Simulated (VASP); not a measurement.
# NiO: single point with PBE+U

The system is NiO.

```
CELL_PARAMETERS angstrom
0.00000 2.08590 2.08590
2.08590 0.00000 2.08590
2.08590 2.08590 0.00000
ATOMIC_POSITIONS crystal
Ni 0.00000 0.00000 0.00000
O 0.50000 0.50000 0.50000
```

```
Program             : VASP 6.6.1
Task                : single point
Functional          : PBE
Potentials or basis : VASP PAW PBE potentials, release 64 (Ni, O)
Cutoff              : 600 eV
k mesh              : 11 × 11 × 11
Occupations         : fermi-dirac, width 0.1 eV
Spin                : collinear spin, ferromagnetic start
Starting moments    : [1.73, 0.34] μB
Hubbard terms       : Ni d U = 1.0 eV
```

| Quantity | Value |
| --- | --- |
| Pressure | 7.2 GPa |
| Net moment | 1.94 μB per cell |
| Site moments | Ni +1.61; O +0.29 μB |
| Valence electrons inside the program's atomic spheres | Ni 8.98; O 5.00 |

Levels at points of the mesh, in eV from the Fermi level:
Spin up:
```
           k point  band 7  band 8  band 9  band 10  band 11  band 12
(0.00, 0.00, 0.00)   -2.82   -2.82   -2.82     1.64    17.94    18.71
```
Spin down:
| k point | band 5 | band 6 | band 7 | band 8 | band 9 | band 10 |
| --- | --- | --- | --- | --- | --- | --- |
| (0.00, 0.00, 0.00) | -2.27 | -2.27 | -2.27 | -0.24 | -0.24 | 2.02 |

Eigenvalues of the final occupation matrices:
```
    site  spin  trace               eigenvalues
site 1 d     1   4.92  0.97 0.97 0.97 1.01 1.01
site 1 d     2   3.34  0.23 0.23 0.96 0.96 0.96
```

Run time: 36 s on 1 thread of Intel(R) Xeon(R) Platinum 8488C (Sapphire Rapids) (shared host), peak memory 0.17 GiB.

Caveat: the cell stands under pressure; a cell with one magnetic atom can't hold antiferromagnetic order, which such compounds often take. The state reached can hang on the start; a lower one may exist.
